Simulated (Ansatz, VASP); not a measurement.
**SnTe: VASP beside Ansatz**

Contents of INCAR:

```
SYSTEM = SnTe
PREC = Accurate ; ENCUT = 520
EDIFF = 1E-7 ; ISMEAR = 0
SIGMA = 0.01 ; LREAL = .FALSE.
LASPH = .TRUE. ; NELM = 80
ALGO = Normal ; ISIF = 2
LWAVE = .FALSE. ; LCHARG = .FALSE.
GGA = PS ; NBANDS = 17
```

Contents of KPOINTS:

```
Automatic mesh
0
G
  10 10 10
  0 0 0
```

File POSCAR:

```
SnTe
1.0
    0.0000000000      3.0798424991      3.0798424991
    3.0798424991      0.0000000000      3.0798424991
    3.0798424991      3.0798424991      0.0000000000
Sn Te
1 1
Direct
    0.0000000000      0.0000000000      0.0000000000
    0.5000000000      0.5000000000      0.5000000000
```

Input for Ansatz:

```yaml
crystal:
  lattice:
    - [0.0, 3.0798424991, 3.0798424991]
    - [3.0798424991, 0.0, 3.0798424991]
    - [3.0798424991, 3.0798424991, 0.0]
  atoms:
    - { symbol: Sn, position: [0.0, 0.0, 0.0] }
    - { symbol: Te, position: [0.5, 0.5, 0.5] }
basis:
  ecutwfc: 420
kpoints:
  mp_grid: { grid: [10, 10, 10] }
hamiltonian:
  xc: pbesol
scf:
  occupations: { method: gaussian, width: 0.01 }
output:
  forces: true
  stress: true
  eigenvalues: true
```

Alike in both runs: task single point; functional PBEsol; k mesh 10 × 10 × 10; occupations gaussian, width 0.01 eV; no spin polarisation.

|  | VASP | Ansatz |
| --- | --- | --- |
| version | VASP 6.6.1 | Ansatz 0.2.0 |
| potentials or method | VASP PAW PBE potentials, release 64 (Sn_d, Te), cutoff 520 eV | scalar-relativistic, plane waves, PAW |
| valence electrons in the cell | 20 | 30 |

```csv
,VASP,Ansatz,Ansatz less VASP
gap on the k mesh at the Fermi level (eV),0.33,0.34,+0.006
least direct gap on the mesh (eV),0.33,0.34,+0.006
pressure (GPa),3.4,3.4,-0.03
```

VASP's potentials were made for PBE, not for PBEsol. VASP's potentials hold 20 valence electrons a cell and Ansatz's 30, so a difference there can come from the potentials and not from the codes.

Spin-orbit coupling is off throughout.
